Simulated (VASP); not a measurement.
Input of a VASP 6.6.1 run:

INCAR

```
ALGO     = Normal         # electronic algorithm
EDIFF    = 1E-7           # SCF threshold, eV
ENCUT    = 520            # plane-wave cutoff, eV
GGA      = PE             # functional
ISIF     = 2              # what is computed and relaxed
ISMEAR   = 0              # smearing method
LASPH    = T              # aspherical terms in the spheres
LCHARG   = F              # write CHGCAR
LREAL    = F              # projectors in reciprocal space
LWAVE    = F              # write WAVECAR
NBANDS   = 15             # bands
NELM     = 80             # most SCF steps
PREC     = Accurate       # precision mode
SIGMA    = 0.01           # smearing width, eV
```

KPOINTS

```
k-points
0
Gamma
  6 6 6
```

The input POSCAR:

```
KCl
1.0
    0.0000000000      3.1448483221      3.1448483221
    3.1448483221      0.0000000000      3.1448483221
    3.1448483221      3.1448483221      0.0000000000
K Cl
1 1
Direct
    0.0000000000      0.0000000000      0.0000000000
    0.5000000000      0.5000000000      0.5000000000
```

Potentials or basis: VASP PAW PBE potentials, release 64 (K_sv, Cl).

Command:

```console
$ cat potpaw_PBE.64/K_sv/POTCAR potpaw_PBE.64/Cl/POTCAR > POTCAR
$ mpirun -np 1 vasp_std > vasp.out
```

**Question.** What does it give for the pressure?

**Answer.** 0.8 GPa.

**Question.** What does it give for the band gap on the k mesh?

**Answer.** 5.19 eV, direct.
